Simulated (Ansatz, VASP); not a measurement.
**Two plane-wave programs on V**

```
V
1.0
    -1.48313    1.48313    1.48313
     1.48313   -1.48313    1.48313
     1.48313    1.48313   -1.48313
V
1
Cartesian
  0.0000 0.0000 0.0000
```

Alike in both runs: task relaxation of cell and atoms; functional PBEsol; k mesh 20 × 20 × 20; occupations gaussian, width 0.1 eV; no spin polarisation.

```csv
,VASP,Ansatz
version,VASP 6.6.1,Ansatz 0.2.0
potentials or method,"VASP PAW PBE potentials, release 64 (V_sv), cutoff 600 eV","scalar-relativistic, plane waves, PAW"
valence electrons in the cell,13,13
```

|  | VASP | Ansatz | Ansatz less VASP |
| --- | --- | --- | --- |
| gap on the k mesh at the Fermi level, each at its own relaxed structure (eV) | none | none | - |
| relaxed volume (Å³/atom) | 12.96 | 12.96 | -0.008 |
| relaxed cell length with the largest relative difference (Å) | 2.563 | 2.563 | -0.0005 |

VASP's potentials were made for PBE, not for PBEsol, and Ansatz warns of the same on its side. A gap of «none» marks a metal or a gap that the smearing closes.
